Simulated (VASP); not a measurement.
# Ta (Fmmm) in VASP: single point with PBE

Aim: the single point of Ta with PBE.

Everything below comes from runs of VASP 6.6.1. Logs are shortened: lines on timing, memory, paths and dates and some standing lists are left out, and cuts for length are marked.

### 1 The cell of the first run

Symmetry: Fmmm, No. 69, orthorhombic system. Conventional cell: a = 3.303 Å, b = 4.671 Å, c = 18.682 Å, α = 90.00°, β = 90.00°, γ = 90.00°. Within 3.1 Å of Ta (site symmetry mm2) lie 7 Ta at 2.34 to 2.86 Å. Ta (site symmetry mm2) has 14 Ta at 2.86 to 3.30 Å within 3.8 Å.

### 2 Single point, PBE (the part above a cut slid along it)

INCAR reads:

```
PREC = Accurate
ENCUT = 520
EDIFF = 1E-7
ISMEAR = 0
SIGMA = 0.15
LREAL = F
LASPH = T
NELM = 100
ALGO = Fast
ISIF = 2
LWAVE = F
LCHARG = F
GGA = PE
NBANDS = 30
ISYM = 0
```

KPOINTS reads:

```
regular mesh
0
Gamma
  17 17 5
```

POSCAR reads:

```
Ta
1.0
   -1.6512800000      1.6512800000     -1.6512800000
   -1.6512800000     -1.6512800000      1.6512800000
   -1.6512800000      6.6051200000      6.6051200000
Ta
4
Direct
   -0.4375000000     -0.4375000000      0.8750000000
    0.4375000000      0.4375000000      0.1250000000
   -0.1875000000     -0.1875000000      0.3750000000
    0.1875000000      0.1875000000      0.6250000000
```

Potentials or basis: VASP PAW PBE potentials, release 64 (Ta_pv).

Run with:

```
$ cat potpaw_PBE.64/Ta_pv/POTCAR > POTCAR
$ mpirun -np 1 vasp_std > vasp.out
```

OUTCAR:

```text
PREC = Accurate
   ENCUT = 520
   EDIFF = 1E-7
   ISMEAR = 0
   LREAL = F
   LASPH = T
   NELM = 100
   ISIF = 2
   GGA = PE
   ISYM = 0

 ion  position               nearest neighbor table
   1  0.562  0.562  0.875-   2 2.34   4 2.86   4 2.86   4 3.30   4 3.30
   2  0.438  0.438  0.125-   1 2.34   3 2.86   3 2.86   3 3.30   3 3.30
   3  0.812  0.812  0.375-   2 2.86   2 2.86   4 2.86   4 2.86   2 3.30   4 3.30   4 3.30   2 3.30

   4  0.188  0.188  0.625-   3 2.86   1 2.86   3 2.86   1 2.86   3 3.30   1 3.30   1 3.30   3 3.30

IMPORTANT INFORMATION: All symmetrisations will be switched off!
NOSYMM: (Re-)initialisation of all symmetry stuff for point group C_1.

----------------------------------------------------------------------------------------

                                     Primitive cell

  volume of cell :      72.0414

  direct lattice vectors                    reciprocal lattice vectors
    -1.651280000  1.651280000 -1.651280000    -0.302795407  0.113548278 -0.189247129
    -1.651280000 -1.651280000  1.651280000    -0.302795407 -0.189247129  0.113548278
    -1.651280000  6.605120000  6.605120000     0.000000000  0.075698852  0.075698852

  length of vectors
     2.860100858  2.860100858  9.485881407     0.374690200  0.374690200  0.107054343

  position of ions in fractional coordinates (direct lattice)
     0.562500000  0.562500000  0.875000000
     0.437500000  0.437500000  0.125000000
     0.812500000  0.812500000  0.375000000
     0.187500000  0.187500000  0.625000000

  ion indices of the primitive-cell ions
   primitive index   ion index
                 1           1
                 2           2
                 3           3
                 4           4

----------------------------------------------------------------------------------------

 KPOINTS: regular mesh

Automatic generation of k-mesh.
 Grid dimensions read from file:
 generate k-points for:   17   17    5

 Generating k-lattice:

  Cartesian coordinates                     Fractional coordinates (reciprocal lattice)
    -0.017811495  0.006679310 -0.011132184     0.058823529  0.000000000  0.000000000
    -0.017811495 -0.011132184  0.006679310     0.000000000  0.058823529  0.000000000
     0.000000000  0.015139770  0.015139770     0.000000000  0.000000000  0.200000000

  Length of vectors
     0.022040600  0.022040600  0.021410869

  Shift w.r.t. Gamma in fractional coordinates (k-lattice)
     0.000000000  0.000000000  0.000000000

 -----------------------------------------------------------------------------
|                                                                             |
|           W    W    AA    RRRRR   N    N  II  N    N   GGGG   !!!           |
|           W    W   A  A   R    R  NN   N  II  NN   N  G    G  !!!           |
|           W    W  A    A  R    R  N N  N  II  N N  N  G       !!!           |
|           W WW W  AAAAAA  RRRRR   N  N N  II  N  N N  G  GGG   !            |
|           WW  WW  A    A  R   R   N   NN  II  N   NN  G    G                |
|           W    W  A    A  R    R  N    N  II  N    N   GGGG   !!!           |
|                                                                             |
|     Your reciprocal lattice and k-lattice belong to different lattice       |
|     classes:                                                                |
|                                                                             |
|        The reciprocal lattice is body-centered orthorhombic,                |
|        whereas your k-lattice is base-centered monoclinic.                  |
|                                                                             |
|     Results are often still useful ...                                      |
|                                                                             |
 -----------------------------------------------------------------------------

 WARNING: IBZKPT: internal override: KBLOWUP is changed to .FALSE.
      ... skipping the blow-up phase ...

 Subroutine IBZKPT returns following result:
 ===========================================

 Found    723 irreducible k-points:

 Following reciprocal coordinates:
            Coordinates               Weight
  0.000000  0.000000  0.000000      1.000000
  0.058824 -0.000000  0.000000      2.000000
  0.117647 -0.000000  0.000000      2.000000
  0.176471 -0.000000  0.000000      2.000000
  0.235294 -0.000000  0.000000      2.000000
  0.294118 -0.000000 -0.000000      2.000000
[... 16 lines left out ...]
 -0.235294  0.058824 -0.000000      2.000000
 -0.176471  0.058824  0.000000      2.000000
 [... further k-points ...]
   k-points           NKPTS =    723   k-points in BZ     NKDIM =    723   number of bands    NBANDS=     30
   number of dos      NEDOS =    301   number of ions     NIONS =      4
   total plane-waves  NPLWV =  41472
   dimension x,y,z NGX =    24 NGY =   24 NGZ =   72
   dimension x,y,z NGXF=    48 NGYF=   48 NGZF=  144
   ions per type =               4
   NGX,Y,Z   is equivalent  to a cutoff of  13.95, 13.95, 12.62 a.u.
   NGXF,Y,Z  is equivalent  to a cutoff of  27.90, 27.90, 25.24 a.u.
 SYSTEM =  unknown system
   PREC   = accura    normal or accurate (medium, high low for compatibility)
   ISTART =      0    job   : 0-new  1-cont  2-samecut
   ICHARG =      2    charge: 1-file 2-atom 10-const
   ISPIN  =      1    spin polarized calculation?
   LNONCOLLINEAR =      F non collinear calculations
   LSORBIT =      F    spin-orbit coupling
   LASPH  =      T    aspherical Exc in radial PAW
   ENCUT  =  520.0 eV  38.22 Ry    6.18 a.u.   5.32  5.32 17.64*2*pi/ulx,y,z
   NELM   =    100;   NELMIN=  2; NELMDL= -5     # of ELM steps
   EDIFF  = 0.1E-06   stopping-criterion for ELM
   LREAL  =      F    real-space projection
   EDIFFG = 0.1E-05   stopping-criterion for IOM
   NSW    =      0    number of steps for IOM
   IBRION =     -1    ionic relax: 0-MD 1-quasi-New 2-CG
   NFREE  =      0    steps in history (QN), initial steepest desc. (CG)
   ISIF   =      2    stress and relaxation
   ISYM   =      0    0-nonsym 1-usesym 2-fastsym
   POTIM  = 0.5000    time-step for ionic-motion
   TEBEG  =    0.0;   TEEND  =   0.0 temperature during run
   PSTRESS=    0.0 pullay stress
   NELECT =      44.0000    total number of electrons
   NUPDOWN=      -1.0000    fix difference up-down
   EMIN   =  10.00;   EMAX   =-10.00  energy-range for DOS
   EFERMI =   0.00;   METHOD = LEGACY
   ISMEAR =     0;   SIGMA  =   0.15  broadening in eV -4-tet -1-fermi 0-gaus
   EFERMI_NEDOS =   21; number of points for ismear=-14 and -15
   IALGO  =     68    algorithm
   IMIX   =      4    mixing-type and parameters
     AMIX     =   0.40;   BMIX     =  1.00
     AMIX_MAG =   1.60;   BMIX_MAG =  1.00
  volume/ion in A,a.u.               =      18.01       121.54
  Fermi-wavevector in a.u.,A,eV,Ry     =   1.388988  2.624806 26.249534  1.929286
  Thomas-Fermi vector in A             =   2.513061
   LORBIT       =      0    0 simple, 1 ext, 2 COOP (PROOUT), +10 PAW based schemes
   GGA     = PE    functional components
   LHFCALC =     F    Hartree Fock is set to
   AEXX    =    0.0000 exact exchange contribution
   IVDW    =     0    specifies the selected vdW correction
   LEPSILON=     F    determine dielectric tensor
   LRPA    =     F    only Hartree local field effects (RPA)
 non-spin polarized calculation
 RMM-DIIS sequential band-by-band and
 Gauss-broadening in eV      SIGMA  =   0.15
  energy-cutoff  :      520.00
  volume of cell :       72.04
 maximum number of plane-waves:      1961
 NGX is ok and might be reduce to    24
   NGX = 11   NGY = 11   NGZ = 35

 number of electron      44.0000009 magnetization

 Free energy of the ion-electron system (eV)
  ---------------------------------------------------
  ext. energy  EPLUGINS =         0.00000000
  ---------------------------------------------------
  free energy    TOTEN  =       -45.70230207 eV

  energy without entropy =      -45.65120309  energy(sigma->0) =      -45.67675258

 E-fermi :   5.6351     XC(G=0): -12.5875

 val. band max:        5.6346998017   @ k =   0.1176   0.3529   0.4000
 cond. band min:       5.6366594748   @ k =  -0.1176   0.0000   0.4000
 fundamental gap:      0.0019596731
 Fermi energy:         5.6350850197

 k-point     1 :       0.0000    0.0000    0.0000
  band No.  band energies     occupation
      1     -29.6055      2.00000
      2     -28.4110      2.00000
      3     -28.0475      2.00000
      4     -27.9695      2.00000
      5     -27.9348      2.00000
      6     -27.7636      2.00000
[... 22 lines left out ...]
     29       9.0131      0.00000
     30       9.0259      0.00000

 k-point     2 :       0.0588   -0.0000    0.0000
  band No.  band energies     occupation
      1     -29.5995      2.00000
      2     -28.4139      2.00000
      3     -28.0614      2.00000
      4     -27.9795      2.00000
      5     -27.9347      2.00000
      6     -27.7808      2.00000
[... 22 lines left out ...]
     29       8.9029      0.00000
     30       9.0026      0.00000

 k-point     3 :       0.1176   -0.0000    0.0000
  band No.  band energies     occupation
      1     -29.5827      2.00000
      2     -28.4238      2.00000
      3     -28.1051      2.00000
      4     -28.0180      2.00000
      5     -27.9424      2.00000
      6     -27.8229      2.00000
[... 22 lines left out ...]
     29       8.7649      0.00000
     30       9.0432      0.00000

 k-point     4 :       0.1765   -0.0000    0.0000
  band No.  band energies     occupation
      1     -29.5577      2.00000
      2     -28.4452      2.00000
      3     -28.1829      2.00000
      4     -28.0982      2.00000
      5     -27.9805      2.00000
      6     -27.8942      2.00000
[... 616 lines left out ...]
     29       9.1817      0.00000
     30       9.5614      0.00000

 k-point    23 :      -0.2353    0.0588   -0.0000
  band No.  band energies     occupation
      1     -29.5334      2.00000
      2     -28.4588      2.00000
      3     -28.2478      2.00000
      4     -28.1950      2.00000
      5     -28.0551      2.00000
      6     -28.0022      2.00000
[... 22 lines left out ...]
     29       8.5958      0.00000
     30       9.0377      0.00000

 k-point    24 :      -0.1765    0.0588    0.0000
  band No.  band energies     occupation
      1     -29.5615      2.00000
      2     -28.4169      2.00000
      3     -28.1357      2.00000
      4     -28.0892      2.00000
      5     -27.9832      2.00000
      6     -27.9036      2.00000
[... 22 lines left out ...]
     29       8.1836      0.00000
     30       8.8231      0.00000

 [... further k-points ...]

------------------------ aborting loop because EDIFF is reached ----------------------------------------

  FORCE on cell =-STRESS in cart. coord.  units (eV):
  Direction    XX          YY          ZZ          XY          YZ          ZX
  --------------------------------------------------------------------------------------
  -------------------------------------------------------------------------------------
  Total       -0.0496699      6.0693333      6.0693286     -0.0008578      3.3570134     -0.0008560
  in kB       -1.1046416    134.9799998    134.9798959     -0.0190767     74.6588873     -0.0190377
  external PRESSURE =      89.6184180 kB  Pullay stress =       0.0000000 kB

 VOLUME and BASIS-vectors are now :
 -----------------------------------------------------------------------------
  energy-cutoff  :      520.00
  volume of cell :       72.04
      direct lattice vectors                 reciprocal lattice vectors
    -1.651280000  1.651280000 -1.651280000    -0.302795407  0.113548278 -0.189247129
    -1.651280000 -1.651280000  1.651280000    -0.302795407 -0.189247129  0.113548278
    -1.651280000  6.605120000  6.605120000     0.000000000  0.075698852  0.075698852

 POSITION                                       TOTAL-FORCE (eV/Angst)
 -----------------------------------------------------------------------------------
     -3.30256      5.77948      5.77948        -0.003765     -3.375534     -3.375534
     -1.65128      0.82564      0.82564         0.003765      3.375528      3.375528
     -3.30256      2.47692      2.47692        -0.005085     -0.332320     -0.332319
     -1.65128      4.12820      4.12820         0.005085      0.332326      0.332326
 -----------------------------------------------------------------------------------
    total drift:                               -0.000000      0.000000      0.000001

  FREE ENERGIE OF THE ION-ELECTRON SYSTEM (eV)
  ---------------------------------------------------
  free  energy   TOTEN  =       -45.7023020733 eV

  energy  without entropy=      -45.6512030900  energy(sigma->0) =      -45.67675258
```

Run time: 22 min. Hardware: 1 thread of Oxide Virtual Turin-like, shared host; peak memory 1 GiB.

Results:

```yaml
Free_energy: -45.7023 eV
Pressure: 9.0 GPa
Largest_force: 4.774 eV/Å
Band_gap_on_the_k_mesh: zero (bands 22 and 23 overlap by 0.91 eV)
```

Forces on the atoms (eV/Å):
```
Ta  -0.004 -3.376 -3.376
Ta   0.004  3.376  3.376
Ta  -0.005 -0.332 -0.332
Ta   0.005  0.332  0.332
```

Stress tensor (GPa, compression positive):
```
-0.11  0.00  0.00
 0.00 13.50  7.47
 0.00  7.47 13.50
```

Caveat: the cell differs from its parent crystal (the part above a cut slid along it); the stress differs along the axes, from -0 to 13 GPa; spin-orbit coupling is left out, which moves the levels of the heavy elements; forces of over 1 eV/Å act on the atoms, so gaps and moduli don't describe the material at rest.
